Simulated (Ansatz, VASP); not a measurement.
## LiW in VASP and in Ansatz

```
Li W
1.0
     2.85162    0.00104   -0.00011
    -1.42262    2.21691    0.00014
    -0.00024   -0.00152    9.96508
Li W
2 2
Direct
  0.29356 0.58771 0.50000
  0.29385 0.58764 0.00000
  0.70640 0.41242 0.25000
  0.70619 0.41223 0.74999
```

Change from the starting cell: cell x2, atoms moved at random (sigma 0.1 Å) and cell strained at random (1.5 %), then relaxed without symmetry.

Alike in both runs: functional PBE; k mesh 12 × 12 × 2; occupations gaussian, width 0.2 eV; no spin polarisation.

Ansatz relaxed the structure, and its values are those at the end. VASP's run is a single point on that final structure, the one shown.

|  | VASP | Ansatz |
| --- | --- | --- |
| version | VASP 6.6.1 | Ansatz 0.2.0 |
| potentials or method | VASP PAW PBE potentials, release 64 (Li_sv, W_sv), cutoff 750 eV | scalar-relativistic, plane waves, PAW |
| valence electrons in the cell | 34 | 34 |

```tsv
	VASP	Ansatz	Ansatz less VASP
gap on the k mesh at the Fermi level (eV)	none	none	-
pressure (GPa)	0.1	-0.1	-0.17
```

A gap of «none» marks a metal or a gap that the smearing closes.

Neither program's run includes spin-orbit coupling.
